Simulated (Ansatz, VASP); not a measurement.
**CaYB2: VASP beside Ansatz**

```
Ca Y B
1.0
     3.23950   -3.87302    0.00000
     3.23950    3.87302    0.00000
     0.00000    0.00000    4.42283
Ca Y B
1 1 2
Direct
  0.00000 0.00000 0.00000
  0.50000 0.50000 0.00000
  0.36755 0.36755 0.50000
  0.63245 0.63245 0.50000
```

Alike in both runs: functional PBE; k mesh 10 × 10 × 10; occupations gaussian, width 0.1 eV; no spin polarisation.

Ansatz relaxed the structure, and its values are those at the end. VASP's run is a single point on that final structure, the one shown.

```csv
,VASP,Ansatz
version,VASP 6.6.1,Ansatz 0.2.0
potentials or method,"VASP PAW PBE potentials, release 64 (Ca_sv, Y_sv, B), cutoff 520 eV","scalar-relativistic, plane waves, PAW"
valence electrons in the cell,27,27
```

```tsv
	VASP	Ansatz	Ansatz less VASP
gap on the k mesh at the Fermi level (eV)	none	none	-
pressure (GPa)	0.0	0.0	+0.03
```

A gap of «none» marks a metal or a gap that the smearing closes. The functional is the same, so the differences come from potentials, cutoffs and numerics.
